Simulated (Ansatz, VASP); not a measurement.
## In in VASP and in Ansatz

INCAR

```
PREC = Accurate
ENCUT = 600
EDIFF = 1E-6
ISMEAR = -1
SIGMA = 0.05
LREAL = F
LASPH = T
NELM = 80
ALGO = Normal
ISIF = 3
LWAVE = F
LCHARG = F
GGA = PE
IBRION = 2
NSW = 45
EDIFFG = -0.005
```

The input KPOINTS:

```
Automatic mesh
0
Gamma
  14 14 8
```

The input POSCAR:

```
In
1.0
    3.3665953807      0.0000000000      0.0000000000
   -1.6832976903      2.9155571240      0.0000000000
    0.0000000000      0.0000000000      5.6499333663
In
2
Direct
    0.3333333333      0.6666666667      0.2500000000
    0.6666666667      0.3333333333      0.7500000000
```

Input for Ansatz:

```yaml
crystal:
  lattice:
    - [3.3665953807, 0.0, 0.0]
    - [-1.6832976903, 2.915557124, 0.0]
    - [0.0, 0.0, 5.6499333663]
  atoms:
    - { symbol: In, position: [0.3333333333, 0.6666666667, 0.25] }
    - { symbol: In, position: [0.6666666667, 0.3333333333, 0.75] }
kpoints:
  mp_grid: { grid: [14, 14, 8] }
scf:
  occupations: { method: fermi_dirac, width: 0.05 }
hamiltonian:
  xc: pbe
  pseudopotentials: { kind: all_electron, lapw: { basis_error: 0.0005 } }
output:
  forces: true
  stress: true
  eigenvalues: true
  populations: true
relax:
  f_tol: 0.005
  max_steps: 25
  cell: {}
```

Alike in both runs: task relaxation of cell and atoms; functional PBE; k mesh 14 × 14 × 8; occupations fermi-dirac, width 0.05 eV; no spin polarisation.

```csv
,VASP,Ansatz
version,VASP 6.6.1,Ansatz 0.2.0
potentials or method,"VASP PAW PBE potentials, release 64 (In_d), cutoff 600 eV","all-electron LAPW, scalar-relativistic"
```

|  | VASP | Ansatz | Ansatz less VASP |
| --- | --- | --- | --- |
| relaxed volume (Å³/atom) | 27.73 | 27.73 | 0.000 |
| relaxed cell length with the largest relative difference (Å) | 3.367 | 3.367 | 0.0000 |

Ansatz ran all-electron here, and VASP with PAW potentials.

Noted on VASP's run: the relaxation stopped at its first step, so nothing moved.
